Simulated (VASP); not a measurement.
# Te2Mo in VASP: settings compared

The runs below take Te2Mo through single point, with r2SCAN, PBE, LDA, PBEsol.

Program: VASP 6.6.1. These are calculated values, not measurements. Logs are shortened: lines on timing, memory, paths and dates and some standing lists are left out, and cuts for length are marked.

### Step 1. The cell of the first run

The cell holds a slab with vacuum, 3 atoms: a = 3.607 Å, b = 3.607 Å, c = 17.755 Å, α = 90.00°, β = 90.00°, γ = 120.00°.

### Step 2. Single point, r2SCAN

POSCAR

```
Te2Mo
1.0
    3.6070833553      0.0000000000      0.0000000000
   -1.8035416776      3.1238258192      0.0000000000
    0.0000000000      0.0000000000     17.7546639734
Te Mo
2 1
Direct
    0.3333333333      0.6666666667      0.1021445500
    0.3333333333      0.6666666667      0.8978554500
    0.0000000000      0.0000000000      0.0000000000
```

INCAR.step1

```
SYSTEM = Te2Mo
PREC = Accurate
ENCUT = 520
ISMEAR = -1
SIGMA = 0.05
LREAL = .FALSE.
LASPH = .TRUE.
NELM = 80
NBANDS = 20
GGA = PE
ALGO = Normal
EDIFF = 1E-4
LWAVE = .TRUE.
LCHARG = .FALSE.
```

INCAR.step2

```
SYSTEM = Te2Mo
PREC = Accurate
ENCUT = 520
EDIFF = 1E-6
ISMEAR = -1
SIGMA = 0.05
LREAL = .FALSE.
LASPH = .TRUE.
NELM = 80
ALGO = Normal
ISIF = 2
LWAVE = .FALSE.
LCHARG = .FALSE.
METAGGA = R2SCAN
LMIXTAU = .TRUE.
NBANDS = 20
ISTART = 1
```

KPOINTS

```
Automatic mesh
0
G
  9 9 2
  0 0 0
```

Potentials or basis: VASP PAW PBE potentials, release 64 (Te, Mo_sv).

Run with:

```console
> cat potpaw_PBE.64/Te/POTCAR potpaw_PBE.64/Mo_sv/POTCAR > POTCAR
> cp INCAR.step1 INCAR
> mpirun -np 1 vasp_std > vasp.out
> cp INCAR.step2 INCAR
> mpirun -np 1 vasp_std > vasp.out
```

OUTCAR:

```text
SYSTEM = Te2Mo
   PREC = Accurate
   ENCUT = 520
   EDIFF = 1E-6
   ISMEAR = -1
   LREAL = .FALSE.
   LASPH = .TRUE.
   NELM = 80
   ISIF = 2
   METAGGA = R2SCAN
   ISTART = 1

 ion  position               nearest neighbor table
   1  0.333  0.667  0.102-   3 2.76   3 2.76   3 2.76   2 3.63
   2  0.333  0.667  0.898-   3 2.76   3 2.76   3 2.76   1 3.63
   3  0.000  0.000  0.000-   1 2.76   2 2.76   1 2.76   2 2.76   1 2.76   2 2.76

  LATTYP: Found a hexagonal cell.
 ALAT       =     3.6070833553
 C/A-ratio  =     4.9221662558

  Lattice vectors:

 A1 = (   3.6070833553,   0.0000000000,   0.0000000000)
 A2 = (  -1.8035416776,   3.1238258192,   0.0000000000)
 A3 = (   0.0000000000,   0.0000000000,  17.7546639734)

Analysis of symmetry for initial positions (statically):
=====================================================================
 Subroutine PRICEL returns:
 Original cell was already a primitive cell.

 Routine SETGRP: Setting up the symmetry group for a
 hexagonal supercell.

 Subroutine GETGRP returns: Found 12 space group operations
 (whereof 12 operations were pure point group operations)
 out of a pool of 24 trial point group operations.

The static configuration has the point symmetry D_3h.

Analysis of symmetry for dynamics (positions and initial velocities):
=====================================================================
 Subroutine PRICEL returns:
 Original cell was already a primitive cell.

 Routine SETGRP: Setting up the symmetry group for a
 hexagonal supercell.

 Subroutine GETGRP returns: Found 12 space group operations
 (whereof 12 operations were pure point group operations)
 out of a pool of 24 trial point group operations.

The dynamic configuration has the point symmetry D_3h.

 Subroutine INISYM returns: Found 12 space group operations
 (whereof 12 operations are pure point group operations),
 and found     1 'primitive' translations

----------------------------------------------------------------------------------------

                                     Primitive cell

  volume of cell :     200.0578

  direct lattice vectors                    reciprocal lattice vectors
     3.607083355  0.000000000  0.000000000     0.277232296  0.160060141  0.000000000
    -1.803541678  3.123825819  0.000000000     0.000000000  0.320120281  0.000000000
     0.000000000  0.000000000 17.754663973     0.000000000  0.000000000  0.056323229

  length of vectors
     3.607083355  3.607083355 17.754663973     0.320120281  0.320120281  0.056323229

  position of ions in fractional coordinates (direct lattice)
     0.333333333  0.666666667  0.102144550
     0.333333333  0.666666667  0.897855450
     0.000000000  0.000000000  0.000000000

  ion indices of the primitive-cell ions
   primitive index   ion index
                 1           1
                 2           2
                 3           3

----------------------------------------------------------------------------------------

 KPOINTS: Automatic mesh

Automatic generation of k-mesh.
 Grid dimensions read from file:
 generate k-points for:    9    9    2

 Generating k-lattice:

  Cartesian coordinates                     Fractional coordinates (reciprocal lattice)
     0.030803588  0.017784460  0.000000000     0.111111111  0.000000000  0.000000000
     0.000000000  0.035568920  0.000000000     0.000000000  0.111111111  0.000000000
     0.000000000  0.000000000  0.028161614     0.000000000  0.000000000  0.500000000

  Length of vectors
     0.035568920  0.035568920  0.028161614

  Shift w.r.t. Gamma in fractional coordinates (k-lattice)
     0.000000000  0.000000000  0.000000000

 Subroutine IBZKPT returns following result:
 ===========================================

 Found     24 irreducible k-points:

 Following reciprocal coordinates:
            Coordinates               Weight
  0.000000  0.000000  0.000000      1.000000
  0.111111 -0.000000  0.000000      6.000000
  0.222222 -0.000000  0.000000      6.000000
  0.333333  0.000000  0.000000      6.000000
  0.444444 -0.000000  0.000000      6.000000
  0.111111  0.111111  0.000000      6.000000
[... 16 lines left out ...]
  0.333333  0.222222  0.500000     12.000000
  0.333333  0.333333  0.500000      2.000000
   k-points           NKPTS =     24   k-points in BZ     NKDIM =     24   number of bands    NBANDS=     20
   number of dos      NEDOS =    301   number of ions     NIONS =      3
   total plane-waves  NPLWV = 109760
   dimension x,y,z NGX =    28 NGY =   28 NGZ =  140
   dimension x,y,z NGXF=    56 NGYF=   56 NGZF=  280
   ions per type =               2   1
   NGX,Y,Z   is equivalent  to a cutoff of  12.90, 12.90, 13.11 a.u.
   NGXF,Y,Z  is equivalent  to a cutoff of  25.81, 25.81, 26.22 a.u.
 SYSTEM =  Te2Mo
   PREC   = accura    normal or accurate (medium, high low for compatibility)
   ISTART =      1    job   : 0-new  1-cont  2-samecut
   ICHARG =      0    charge: 1-file 2-atom 10-const
   ISPIN  =      1    spin polarized calculation?
   LNONCOLLINEAR =      F non collinear calculations
   LSORBIT =      F    spin-orbit coupling
   LASPH  =      T    aspherical Exc in radial PAW
   ENCUT  =  520.0 eV  38.22 Ry    6.18 a.u.   6.71  6.71 33.01*2*pi/ulx,y,z
   NELM   =     80;   NELMIN=  2; NELMDL=  0     # of ELM steps
   EDIFF  = 0.1E-05   stopping-criterion for ELM
   LREAL  =      F    real-space projection
[... 7 lines left out ...]
   TEBEG  =    0.0;   TEEND  =   0.0 temperature during run
   PSTRESS=    0.0 pullay stress
   NELECT =      26.0000    total number of electrons
   NUPDOWN=      -1.0000    fix difference up-down
   EMIN   =  10.00;   EMAX   =-10.00  energy-range for DOS
   EFERMI =   0.00;   METHOD = LEGACY
   ISMEAR =    -1;   SIGMA  =   0.05  broadening in eV -4-tet -1-fermi 0-gaus
   EFERMI_NEDOS =   21; number of points for ismear=-14 and -15
   IALGO  =     38    algorithm
   IMIX   =      4    mixing-type and parameters
     AMIX     =   0.40;   BMIX     =  1.00
     AMIX_MAG =   1.60;   BMIX_MAG =  1.00
  volume/ion in A,a.u.               =      66.69       450.02
  Fermi-wavevector in a.u.,A,eV,Ry     =   0.829241  1.567038  9.355920  0.687641
  Thomas-Fermi vector in A             =   1.941754
   LORBIT       =      0    0 simple, 1 ext, 2 COOP (PROOUT), +10 PAW based schemes
   METAGGA = R2SCAN    functional components
   LHFCALC =     F    Hartree Fock is set to
   AEXX    =    0.0000 exact exchange contribution
   IVDW    =     0    specifies the selected vdW correction
   LEPSILON=     F    determine dielectric tensor
   LRPA    =     F    only Hartree local field effects (RPA)
 non-spin polarized calculation
  energy-cutoff  :      520.00
  volume of cell :      200.06
 maximum number of plane-waves:      5418
 NGX is ok and might be reduce to    28
   NGX = 13   NGY = 13   NGZ = 67

 number of electron      26.0000001 magnetization

 Free energy of the ion-electron system (eV)
  ---------------------------------------------------
  ext. energy  EPLUGINS =         0.00000000
  ---------------------------------------------------
  free energy    TOTEN  =       -77.73903924 eV

  energy without entropy =      -77.73903766  energy(sigma->0) =      -77.73903845

 E-fermi :   0.3417     XC(G=0):  -4.6679

 val. band max:       -0.1902170837   @ k =   0.3333   0.3333   0.5000
 cond. band min:       0.8707977924   @ k =   0.3333   0.3333   0.5000
 fundamental gap:      1.0610148761
 Fermi energy:         0.3416942347

 k-point     1 :       0.0000    0.0000    0.0000
  band No.  band energies     occupation
      1     -62.9074      2.00000
      2     -36.2959      2.00000
      3     -36.2300      2.00000
      4     -36.2300      2.00000
      5     -13.0935      2.00000
      6     -12.1149      2.00000
[... 12 lines left out ...]
     19       5.0790      0.00000
     20       5.6694      0.00000

 k-point     2 :       0.1111   -0.0000    0.0000
  band No.  band energies     occupation
      1     -62.9065      2.00000
      2     -36.2931      2.00000
      3     -36.2425      2.00000
      4     -36.2329      2.00000
      5     -12.9294      2.00000
      6     -12.0015      2.00000
[... 12 lines left out ...]
     19       5.2755      0.00000
     20       5.9493      0.00000

 k-point     3 :       0.2222   -0.0000    0.0000
  band No.  band energies     occupation
      1     -62.9042      2.00000
      2     -36.2862      2.00000
      3     -36.2738      2.00000
      4     -36.2403      2.00000
      5     -12.4682      2.00000
      6     -11.6850      2.00000
[... 12 lines left out ...]
     19       5.8275      0.00000
     20       6.4107      0.00000

 k-point     4 :       0.3333    0.0000    0.0000
  band No.  band energies     occupation
      1     -62.9017      2.00000
      2     -36.3092      2.00000
      3     -36.2783      2.00000
      4     -36.2487      2.00000
      5     -11.8269      2.00000
      6     -11.2543      2.00000
[... 12 lines left out ...]
     19       6.0490      0.00000
     20       6.4132      0.00000

 k-point     5 :       0.4444   -0.0000    0.0000
  band No.  band energies     occupation
      1     -62.9000      2.00000
      2     -36.3322      2.00000
      3     -36.2731      2.00000
      4     -36.2541      2.00000
      5     -11.2903      2.00000
      6     -10.9102      2.00000
[... 12 lines left out ...]
     19       6.1708      0.00000
     20       6.6652      0.00000
[... 353 lines left out ...]
      6     -10.8124      2.00000
[... 12 lines left out ...]
     19       6.9748      0.00000
     20       7.3646      0.00000

 k-point    22 :       0.2222    0.2222    0.5000
  band No.  band energies     occupation
      1     -62.9005      2.00000
      2     -36.3115      2.00000
      3     -36.2748      2.00000
      4     -36.2657      2.00000
      5     -11.5083      2.00000
      6     -11.0374      2.00000
[... 12 lines left out ...]
     19       6.6561      0.00000
     20       6.8363      0.00000

 k-point    23 :       0.3333    0.2222    0.5000
  band No.  band energies     occupation
      1     -62.8992      2.00000
      2     -36.3200      2.00000
      3     -36.2790      2.00000
      4     -36.2709      2.00000
      5     -11.0741      2.00000
      6     -10.7526      2.00000
[... 12 lines left out ...]
     19       6.3755      0.00000
     20       7.2819      0.00000

 k-point    24 :       0.3333    0.3333    0.5000
  band No.  band energies     occupation
      1     -62.8988      2.00000
      2     -36.3105      2.00000
      3     -36.2961      2.00000
      4     -36.2695      2.00000
      5     -10.9199      2.00000
      6     -10.6465      2.00000
[... 12 lines left out ...]
     19       5.2861      0.00000
     20       7.6164      0.00000

------------------------ aborting loop because EDIFF is reached ----------------------------------------

  FORCE on cell =-STRESS in cart. coord.  units (eV):
  Direction    XX          YY          ZZ          XY          YZ          ZX
  --------------------------------------------------------------------------------------
  -------------------------------------------------------------------------------------
  Total       -1.5635338     -1.5635338     -1.8974872     -0.0000000      0.0000000      0.0000000
  in kB      -12.5216749    -12.5216749    -15.1961648     -0.0000000      0.0000000      0.0000000
  external PRESSURE =     -13.4131715 kB  Pullay stress =       0.0000000 kB

 VOLUME and BASIS-vectors are now :
 -----------------------------------------------------------------------------
  energy-cutoff  :      520.00
  volume of cell :      200.06
      direct lattice vectors                 reciprocal lattice vectors
     3.607083355  0.000000000  0.000000000     0.277232296  0.160060141  0.000000000
    -1.803541678  3.123825819  0.000000000     0.000000000  0.320120281  0.000000000
     0.000000000  0.000000000 17.754663973     0.000000000  0.000000000  0.056323229

 POSITION                                       TOTAL-FORCE (eV/Angst)
 -----------------------------------------------------------------------------------
     -0.00000      2.08255      1.81354        -0.000000     -0.000000     -0.518892
     -0.00000      2.08255     15.94112         0.000000     -0.000000      0.518892
      0.00000      0.00000      0.00000        -0.000000      0.000000      0.000000
 -----------------------------------------------------------------------------------
    total drift:                               -0.000000      0.000000     -0.000000

  FREE ENERGIE OF THE ION-ELECTRON SYSTEM (eV)
  ---------------------------------------------------
  free  energy   TOTEN  =       -77.7390392372 eV

  energy  without entropy=      -77.7390376566  energy(sigma->0) =      -77.73903845
```

Wall time 7.2 min (1 thread of Intel Xeon 8259CL, shared host); peak memory 0.41 GiB.

What came out:

```yaml
Free_energy: -77.7390 eV
Largest_force: 0.519 eV/Å
Band_gap_on_the_k_mesh: 1.06 eV
```

Forces on the atoms (eV/Å):
```
Te   0.000  0.000 -0.519
Te   0.000  0.000  0.519
Mo   0.000  0.000  0.000
```

Levels at points of the mesh, in eV from the valence-band top:
```csv
k point,band 9,band 10,band 11,band 12,band 13,band 14,band 15,band 16,band 17,band 18
"(0.00, 0.00, 0.00)",-1.76,-1.72,-1.00,-1.00,-0.38,2.98,2.98,3.25,3.25,4.71
"(0.00, 0.00, 0.50)",-1.76,-1.72,-1.00,-1.00,-0.38,2.98,2.98,3.25,3.25,4.87
```

Caveat: the PAW data sets were made with another functional, which shifts forces and pressure a little; spin-orbit coupling is left out, which moves the levels of the heavy elements.

(Continued in part 2 of 3.)
